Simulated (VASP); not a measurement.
Set up this calculation in VASP 6.6.1, as the native input.

| Property | Result |
| --- | --- |
| Task | single point |
| Functional | PBEsol |
| Potentials or basis | VASP PAW PBE potentials, release 64 (B) |
| Cutoff | 520 eV |
| k mesh | 6 × 6 × 6 |
| Occupations | gaussian, width 0.1 eV |
| Spin | no spin polarisation |
| Dipole correction | no |
| Further INCAR settings | ALGO = Normal; EDIFF = 1e-06; NBANDS = 22 |

The structure of B lies in POSCAR:

```
B
1.0
    2.3631988383      1.3643934854      2.6027301397
   -2.3631988383      1.3643934854      2.6027301397
    0.0000000000     -2.7287869709      2.6027301397
B
8
Direct
    0.2500000000      0.2500000000      0.2500000000
    0.2500000000      0.2500000000      0.7500000000
    0.2500000000      0.7500000000      0.2500000000
    0.2500000000      0.7500000000      0.7500000000
    0.7500000000      0.2500000000      0.2500000000
    0.7500000000      0.2500000000      0.7500000000
    0.7500000000      0.7500000000      0.2500000000
    0.7500000000      0.7500000000      0.7500000000
```

These files were run (other wordings do the same):

INCAR

```
SYSTEM = B
PREC = Accurate
ENCUT = 520
EDIFF = 1E-6
ISMEAR = 0
SIGMA = 0.1
LREAL = .False.
LASPH = .True.
NELM = 60
ALGO = Normal
ISIF = 2
LWAVE = .False.
LCHARG = .True.
GGA = PS
LELF = .True.
LVHAR = .True.
NBANDS = 22
```

KPOINTS

```
Automatic mesh
0
Gamma
  6 6 6
  0 0 0
```

Potentials or basis: VASP PAW PBE potentials, release 64 (B).

Launch:

```sh
$ cat potpaw_PBE.64/B/POTCAR > POTCAR
$ mpirun -np 1 vasp_std > vasp.out
```

It gave:

The pressure is 0.2 GPa and the band gap on the k mesh is zero (bands 12 and 13 overlap by 5.43 eV).

Caveat: the PAW data sets were made with another functional, which shifts forces and pressure a little.

It took 19 s on 1 thread of Intel(R) Xeon(R) Platinum 8375C CPU @ 2.90GHz (Ice Lake) (shared host), peak memory 0.15 GiB.
